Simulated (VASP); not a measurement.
# P (Pm-3m) in VASP: a series of runs, part 2 of 2

VASP 6.6.1.

## 4. Relaxation of cell and atoms, PBEsol, target pressure 12.5 GPa, at which the enthalpy is minimised

This run uses another cell than the first one, of 16.75 Å³/atom, 1.281 times its volume.

Contents of INCAR:

```
  ALGO = Normal
  EDIFF = 1E-7
  EDIFFG = -0.05
  ENCUT = 500
  GGA = PS
  GGA_COMPAT = F
  IBRION = 2
  ISIF = 3
  ISMEAR = 0
  LASPH = T
  LCHARG = F
  LREAL = F
  LWAVE = F
  NELM = 120
  NELMIN = 4
  NSW = 100
  PREC = Accurate
  PSTRESS = 125.0
  SIGMA = 0.1
```

Contents of KPOINTS:

```
k-points
0
Gamma
  8 8 8
```

Contents of POSCAR:

```
P
1.0
    2.5585688000      0.0000000000      0.0000000000
    0.0000000000      2.5585688000      0.0000000000
    0.0000000000      0.0000000000      2.5585688000
P
1
Direct
    0.0000000000      0.0000000000      0.0000000000
```

Started as:

```sh
$ cat potpaw_PBE.64/P/POTCAR > POTCAR
$ mpirun -np 1 vasp_std > vasp.out
```

It took 4.4 s on 1 thread of Intel Xeon Platinum 8488C (Sapphire Rapids), shared host; peak memory 0.12 GiB.

The run converged. Its results:

```
Free energy                                            : -5.7078 eV
Relaxed volume                                         : 13.13 Å³/atom
Relaxed cell                                           : a = 2.359 Å, b = 2.359 Å, c = 2.359 Å, α = 90.00°, β = 90.00°, γ = 90.00°
Space group after relaxing (to 0.05 Å)                 : Pm-3m (No. 221)
Energy change on relaxing (the enthalpy is what falls) : -99.7 meV/atom
Ionic steps                                            : 3
Pressure after relaxing                                : 12.2 GPa
```

The path:
```tsv
step	energy change (eV)	largest force (eV/Å)	pressure (GPa)	volume (Å³)
1	0.0000	0.0000	-14.45	16.75
2	0.3710	0.0000	61.33	10.81
3	-0.0997	0.0000	12.18	13.13
```

Final structure:
```cif
data_structure
_symmetry_space_group_name_H-M 'P 1'
_symmetry_Int_Tables_number 1
_cell_length_a 2.3594
_cell_length_b 2.3594
_cell_length_c 2.3594
_cell_angle_alpha 90.000
_cell_angle_beta 90.000
_cell_angle_gamma 90.000
_cell_volume 13.13
loop_
_atom_site_label
_atom_site_type_symbol
_atom_site_fract_x
_atom_site_fract_y
_atom_site_fract_z
_atom_site_occupancy
P1 P 0.00000 0.00000 0.00000 1
```

Levels at points of the mesh, in eV from the Fermi level:
| k point | band 1 | band 2 | band 3 | band 4 | band 5 | band 6 |
| --- | --- | --- | --- | --- | --- | --- |
| (0.00, 0.00, 0.00) | -17.52 | 5.68 | 5.68 | 5.68 | 6.78 | 6.78 |
| (0.50, 0.00, 0.00) | -12.62 | -9.55 | 8.98 | 8.98 | 9.61 | 14.90 |
| (0.50, 0.50, 0.00) | -7.24 | -5.71 | -5.71 | 0.31 | 12.06 | 17.72 |
| (0.50, 0.50, 0.50) | -2.19 | -2.19 | -2.19 | -0.28 | 4.37 | 4.37 |

Caveat: the cell is relaxed towards a set pressure, so the enthalpy falls and the energy may rise; the volume moved by over 15 % at a fixed basis, so the end points are rough; the PAW data sets were made with another functional, which shifts forces and pressure a little.

## 5. Single point, PBEsol

This run uses another cell than the first one, of 12.28 Å³/atom, 0.940 times its volume.

Contents of INCAR:

```
SYSTEM = P
ALGO = Normal
EDIFF = 1E-6
ENCUT = 500
GGA = PS
GGA_COMPAT = .False.
ISIF = 2
ISMEAR = 0
LASPH = .True.
LCHARG = .True.
LELF = .True.
LREAL = .False.
LVHAR = .True.
LWAVE = .False.
NBANDS = 8
NELM = 120
PREC = Accurate
SIGMA = 0.1
```

Contents of KPOINTS:

```
k-points
0
Gamma
  18 18 18
  0 0 0
```

Contents of POSCAR:

```
P
1.0
    2.3072769803      0.0000000000      0.0000000000
    0.0000000000      2.3072769803      0.0000000000
    0.0000000000      0.0000000000      2.3072769803
P
1
Direct
    0.0000000000      0.0000000000      0.0000000000
```

Potentials or basis: VASP PAW PBE potentials, release 64 (P).

Started as:

```sh
$ cat potpaw_PBE.64/P/POTCAR > POTCAR
$ mpirun -np 1 vasp_std > vasp.out
```

OUTCAR:

```text
SYSTEM = P
   EDIFF = 1E-6
   ENCUT = 500
   GGA = PS
   ISIF = 2
   ISMEAR = 0
   LASPH = .True.
   LREAL = .False.
   NELM = 120
   PREC = Accurate

 ion  position               nearest neighbor table
   1  0.000  0.000  0.000-

  LATTYP: Found a simple cubic cell.
 ALAT       =     2.3072769803

  Lattice vectors:

 A1 = (   2.3072769803,   0.0000000000,   0.0000000000)
 A2 = (   0.0000000000,   2.3072769803,   0.0000000000)
 A3 = (   0.0000000000,   0.0000000000,   2.3072769803)

Analysis of symmetry for initial positions (statically):
=====================================================================
 Subroutine PRICEL returns:
 Original cell was already a primitive cell.

 Routine SETGRP: Setting up the symmetry group for a
 simple cubic supercell.

 Subroutine GETGRP returns: Found 48 space group operations
 (whereof 48 operations were pure point group operations)
 out of a pool of 48 trial point group operations.

The static configuration has the point symmetry O_h .

Analysis of symmetry for dynamics (positions and initial velocities):
[... 160 lines left out ...]
 val. band max:       12.0629868977   @ k =   0.5000   0.2778   0.0556
 cond. band min:      12.1233766161   @ k =   0.4444   0.2778   0.1667
 fundamental gap:      0.0603897185
 Fermi energy:        12.1066849080

 k-point     1 :       0.0000    0.0000    0.0000
  band No.  band energies     occupation
      1      -6.1885      2.00000
      2      18.1808      0.00000
      3      18.1808      0.00000
      4      18.1808      0.00000
      5      18.7696      0.00000
      6      18.7696      0.00000
      7      28.4264      0.00000
      8      39.0991      0.00000
[... 243 lines left out ...]
 k-point    24 :       0.3333    0.1111    0.0000
  band No.  band energies     occupation
      1      -3.0365      2.00000
      2       5.9634      2.00000
      3      16.4244      0.00000
      4      20.6341      0.00000
      5      23.4268      0.00000
      6      26.5833      0.00000
      7      30.0204      0.00000
      8      30.2304      0.00000

 [... further k-points ...]

------------------------ aborting loop because EDIFF is reached ----------------------------------------

  FORCE on cell =-STRESS in cart. coord.  units (eV):
  Direction    XX          YY          ZZ          XY          YZ          ZX
  --------------------------------------------------------------------------------------
  -------------------------------------------------------------------------------------
  Total        1.9236778      1.9236778      1.9236778     -0.0000000      0.0000000     -0.0000000
  in kB      250.9248724    250.9248724    250.9248724     -0.0000000      0.0000000     -0.0000000
  external PRESSURE =     250.9248724 kB  Pullay stress =       0.0000000 kB

 VOLUME and BASIS-vectors are now :
 -----------------------------------------------------------------------------
  energy-cutoff  :      500.00
  volume of cell :       12.28
      direct lattice vectors                 reciprocal lattice vectors
     2.307276980  0.000000000  0.000000000     0.433411337  0.000000000  0.000000000
     0.000000000  2.307276980  0.000000000     0.000000000  0.433411337  0.000000000
     0.000000000  0.000000000  2.307276980     0.000000000  0.000000000  0.433411337

 POSITION                                       TOTAL-FORCE (eV/Angst)
 -----------------------------------------------------------------------------------
      0.00000      0.00000      0.00000         0.000000      0.000000      0.000000
 -----------------------------------------------------------------------------------
    total drift:                               -0.000000      0.000000      0.000000

  FREE ENERGIE OF THE ION-ELECTRON SYSTEM (eV)
  ---------------------------------------------------
  free  energy   TOTEN  =        -5.6341741539 eV

  energy  without entropy=       -5.6327272098  energy(sigma->0) =       -5.63345068
```

OSZICAR:

```text
N       E                     dE             d eps       ncg     rms          rms(c)
DAV:   1    -0.323568751297E+00   -0.32357E+00   -0.21740E+03  3816   0.445E+02
DAV:   2    -0.561647361569E+01   -0.52929E+01   -0.49428E+01  5096   0.488E+01
DAV:   3    -0.565710158284E+01   -0.40628E-01   -0.40590E-01  3904   0.466E+00
DAV:   4    -0.565714800585E+01   -0.46423E-04   -0.46423E-04  5576   0.167E-01
DAV:   5    -0.565714803982E+01   -0.33971E-07   -0.33027E-07  3968   0.243E-03    0.615E+00
DAV:   6    -0.564219179262E+01    0.14956E-01   -0.27108E-03  4080   0.300E-01    0.366E+00
DAV:   7    -0.563416338641E+01    0.80284E-02   -0.48072E-03  3768   0.444E-01    0.771E-02
DAV:   8    -0.563417185737E+01   -0.84710E-05   -0.61948E-05  4464   0.687E-02    0.267E-02
DAV:   9    -0.563417400411E+01   -0.21467E-05   -0.64437E-06  4456   0.171E-02    0.642E-03
DAV:  10    -0.563417415395E+01   -0.14984E-06   -0.52023E-07  2832   0.396E-03
   1 F= -.56341742E+01 E0= -.56334507E+01  d E =-.144694E-02
```

It took 8.2 s on 1 thread of Intel Xeon Platinum 8488C (Sapphire Rapids), shared host; peak memory 0.12 GiB.

Results:

| Quantity | Value |
| --- | --- |
| Free energy | -5.6342 eV |
| Pressure | 25.1 GPa |

Caveat: the PAW data sets were made with another functional, which shifts forces and pressure a little.

## 6. Single point, PBEsol

This run uses another cell than the first one, of 12.64 Å³/atom, 0.967 times its volume.

Contents of INCAR:

```
SYSTEM = P
PREC = Accurate
ENCUT = 500
EDIFF = 1E-6
ISMEAR = 0
SIGMA = 0.1
LREAL = .False.
LASPH = .True.
NELM = 120
ALGO = Normal
ISIF = 2
LWAVE = .False.
LCHARG = .False.
GGA = PS
NBANDS = 8
GGA_COMPAT = .False.
```

Contents of KPOINTS:

```
regular mesh
0
Gamma
  18 18 18
  0 0 0
```

Contents of POSCAR:

```
P
1.0
    2.3297003906      0.0000000000      0.0000000000
    0.0000000000      2.3297003906      0.0000000000
    0.0000000000      0.0000000000      2.3297003906
P
1
Direct
    0.0000000000      0.0000000000      0.0000000000
```

Potentials or basis: VASP PAW PBE potentials, release 64 (P).

Started as:

```sh
$ cat potpaw_PBE.64/P/POTCAR > POTCAR
$ mpirun -np 1 vasp_std > vasp.out
```

It took 8.3 s on 1 thread of Intel Xeon Platinum 8488C (Sapphire Rapids), shared host; peak memory 0.12 GiB.

It converged, with:

| Quantity | Value |
| --- | --- |
| Free energy | -5.6837 eV |
| Pressure | 18.8 GPa |

Levels at points of the mesh, in eV from the Fermi level:
```csv
k point,band 1,band 2,band 3,band 4,band 5,band 6,band 7
"(0.00, 0.00, 0.00)",-17.96,5.89,5.89,5.89,6.71,6.71,15.93
"(0.50, 0.00, 0.00)",-12.85,-9.92,9.37,9.37,9.63,15.05,15.05
"(0.50, 0.50, 0.00)",-7.21,-5.92,-5.92,0.04,12.65,17.97,17.97
"(0.50, 0.50, 0.50)",-2.24,-2.24,-2.24,0.22,4.21,4.21,4.21
```

Caveat: the PAW data sets were made with another functional, which shifts forces and pressure a little.

## 7. Summary

| task | cell | k mesh | gap on the mesh (eV) | pressure (GPa) |
| --- | --- | --- | --- | --- |
| single point | a = 2.356 Å, 1 atom | 8 × 8 × 8 | none | 13.1 |
| single point | a = 2.559 Å, 1 atom | 8 × 8 × 8 | none | -14.5 |
| relaxation of cell and atoms | relaxed to 12.5 GPa from a = 2.559 Å, 1 atom | 8 × 8 × 8 | none | 12.2 |
| single point | a = 2.307 Å, 1 atom | 18 × 18 × 18 | none | 25.1 |
| single point | a = 2.330 Å, 1 atom | 18 × 18 × 18 | none | 18.8 |

Alike in all rows: level PBEsol; potentials or basis VASP PAW PBE potentials, release 64 (P); no spin polarisation; cutoff (eV) 500; smearing gaussian 0.1 eV.

Caveats: the PAW data sets were made with another functional, which shifts forces and pressure a little; the cell is relaxed towards a set pressure, so the enthalpy falls and the energy may rise (some runs); the volume moved by over 15 % at a fixed basis, so the end points are rough (some runs).

Absolute energies hang on the potentials; compare differences alone.
